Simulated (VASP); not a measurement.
A run of VASP 6.6.1 is set up as follows.

Contents of INCAR:

```
ALGO = Normal
EDIFF = 1E-7
ENCUT = 520
GGA = PE
ISIF = 2
ISMEAR = 0
IVDW = 12
LASPH = True
LCHARG = False
LREAL = False
LWAVE = False
NBANDS = 17
NELM = 80
PREC = Accurate
SIGMA = 0.1
```

KPOINTS

```
k-points
0
Gamma
  10 10 10
```

POSCAR

```
TePb
1.0
    3.8465694264      0.0000000000      0.0000000000
    0.0000000000      3.8465694264      0.0000000000
    0.0000000000      0.0000000000      3.8465694264
Te Pb
1 1
Direct
    0.5000000000      0.5000000000      0.5000000000
    0.0000000000      0.0000000000      0.0000000000
```

Potentials or basis: VASP PAW PBE potentials, release 64 (Te, Pb_d).

Command:

```console
$ cat potpaw_PBE.64/Te/POTCAR potpaw_PBE.64/Pb_d/POTCAR > POTCAR
$ mpirun -np 1 vasp_std > vasp.out
```

Task: Estimate the dispersion energy per atom.

Result: -0.474 eV.

Task: What does it give for the pressure?

Result: 3.1 GPa.

Caveat: pairwise dispersion overbinds metals, which lowers pressure and volume.
